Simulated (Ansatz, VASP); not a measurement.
## One calculation of Na, two programs

File INCAR:

```
SYSTEM = Na
  PREC = Accurate
  ENCUT = 520
  EDIFF = 1E-6
  ISMEAR = -1
  SIGMA = 0.03
  LREAL = .FALSE.
  LASPH = .TRUE.
  NELM = 100
  ALGO = Normal
  ISIF = 2
  LWAVE = .FALSE.
  LCHARG = .FALSE.
  GGA = PS
  NBANDS = 10
```

File KPOINTS:

```
regular mesh
0
G
  11 11 11
  0 0 0
```

File POSCAR:

```
Na
1.0
   -2.0963250000      2.1175000000      2.1175000000
    2.1175000000     -2.0963250000      2.1175000000
    2.1175000000      2.1175000000     -2.0963250000
Na
1
Direct
    0.0000000000      0.0000000000      0.0000000000
```

Input for Ansatz:

```yaml
crystal:
  lattice:
    - [-2.096325, 2.1175, 2.1175]
    - [2.1175, -2.096325, 2.1175]
    - [2.1175, 2.1175, -2.096325]
  atoms:
    - { symbol: Na, position: [0.0, 0.0, 0.0] }
kpoints:
  mp_grid: { grid: [11, 11, 11] }
  band_path:
    path:
      - [0.0, 0.0, 0.0]
      - [0.0, 0.0, 0.5]
      - [-0.5, 0.5, 0.5]
      - [-0.7474684983, 0.2525315017, 0.2525315017]
      - [0.2525315017, 0.2525315017, 0.2525315017]
      - [0.0, 0.0, 0.0]
      - [-0.5, 0.0, 0.5]
    npoints: 5
scf:
  occupations: { method: fermi_dirac, width: 0.03 }
hamiltonian:
  xc: pbesol
  pseudopotentials: { kind: all_electron, lapw: { basis_error: 0.0005 } }
output:
  forces: true
  stress: true
  eigenvalues: true
```

Change from the starting cell: equal xy, yz and zx shear strains of +1 %.

Alike in both runs: task single point; functional PBEsol; k mesh 11 × 11 × 11; occupations fermi-dirac, width 0.03 eV; no spin polarisation.

|  | VASP | Ansatz |
| --- | --- | --- |
| version | VASP 6.6.1 | Ansatz 0.2.0 |
| potentials or method | VASP PAW PBE potentials, release 64 (Na_pv), cutoff 520 eV | all-electron LAPW, scalar-relativistic |

|  | VASP | Ansatz | Ansatz less VASP |
| --- | --- | --- | --- |
| pressure (GPa) | -0.4 | -0.3 | +0.02 |
| traceless stress, the component that is largest in VASP (GPa) | -0.07 | -0.07 | +0.001 |

VASP's potentials were made for PBE, not for PBEsol. Ansatz ran all-electron here, and VASP with PAW potentials.
